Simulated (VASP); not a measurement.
# Nb: single point with PBE

The system is Nb.

```xyz
3
Lattice="4.8842 0.0000 0.0000 -2.4421 4.2298 0.0000 0.0000 0.0000 2.6851" Properties=species:S:1:pos:R:3 pbc="T T T"
Nb    0.0000    0.0000    0.0000
Nb    0.0000    2.8199    1.3425
Nb    2.4421    1.4099    1.3425
```

```json
{
  "Program": "VASP 6.6.1",
  "Task": "single point",
  "Functional": "PBE",
  "Potentials or basis": "VASP PAW PBE potentials, release 64 (Nb_sv)",
  "Cutoff": "520 eV",
  "k mesh": "9 × 9 × 12",
  "Occupations": "fermi-dirac, width 0.05 eV",
  "Spin": "no spin polarisation",
  "Dipole correction": "no",
  "Further INCAR settings": "ALGO = Normal; EDIFF = 1e-06; NBANDS = 26"
}
```

The pressure is -0.3 GPa.

Stress tensor (GPa, compression positive):
```
-0.33  0.00  0.00
 0.00 -0.33  0.00
 0.00  0.00 -0.25
```

Levels at points of the mesh, in eV from the Fermi level:
| k point | band 18 | band 19 | band 20 | band 21 | band 22 | band 23 |
| --- | --- | --- | --- | --- | --- | --- |
| (0.00, 0.00, 0.00) | -1.18 | -1.18 | -0.97 | 0.63 | 0.63 | 2.93 |
| (0.00, 0.00, 0.50) | -0.78 | -0.04 | -0.04 | 1.14 | 1.14 | 3.62 |

Wall time 66 s on 1 thread of AMD EPYC 9R45 96-Core Processor (Zen 5), with other jobs on the host, peak memory 0.19 GiB.
